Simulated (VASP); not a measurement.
Input of a VASP 6.6.1 run:

INCAR

```
PREC     = Accurate       # precision mode
ENCUT    = 520            # plane-wave cutoff, eV
EDIFF    = 1E-6           # SCF threshold, eV
ISMEAR   = 0              # smearing method
SIGMA    = 0.01           # smearing width, eV
LREAL    = F              # projectors in reciprocal space
LASPH    = T              # aspherical terms in the spheres
NELM     = 80             # most SCF steps
ALGO     = Normal         # electronic algorithm
ISIF     = 2              # what is computed and relaxed
LWAVE    = F              # write WAVECAR
LCHARG   = T              # write CHGCAR
GGA      = CA             # functional
LELF     = T              # ELF
LVHAR    = T            
NBANDS   = 15             # bands
```

File KPOINTS:

```
regular mesh
0
Gamma
  8 8 8
```

Contents of POSCAR:

```
KF
1.0
    3.0832301891      0.0000000000      0.0000000000
    0.0000000000      3.0832301891      0.0000000000
    0.0000000000      0.0000000000      3.0986463401
K F
1 1
Direct
    0.0000000000      0.0000000000      0.0000000000
    0.5000000000      0.5000000000      0.5000000000
```

Potentials or basis: VASP PAW LDA potentials, release 64 (K_sv, F).

The run is started by

```console
$ cat potpaw_LDA.64/K_sv/POTCAR potpaw_LDA.64/F/POTCAR > POTCAR
$ mpirun -np 1 vasp_std > vasp.out
```

**Question.** Estimate the pressure.

**Answer.** 0.1 GPa.

**Question.** Estimate the band gap on the k mesh.

**Answer.** 7.15 eV, indirect (the least direct gap lies 4.9 meV higher).

Stress tensor (GPa, compression positive):
```
 0.25  0.00  0.00
 0.00  0.25  0.00
 0.00  0.00 -0.25
```

Caveat: the cell differs from its parent crystal (z stretched by +0.5 %, x and y held). A k mesh can miss the band edges.
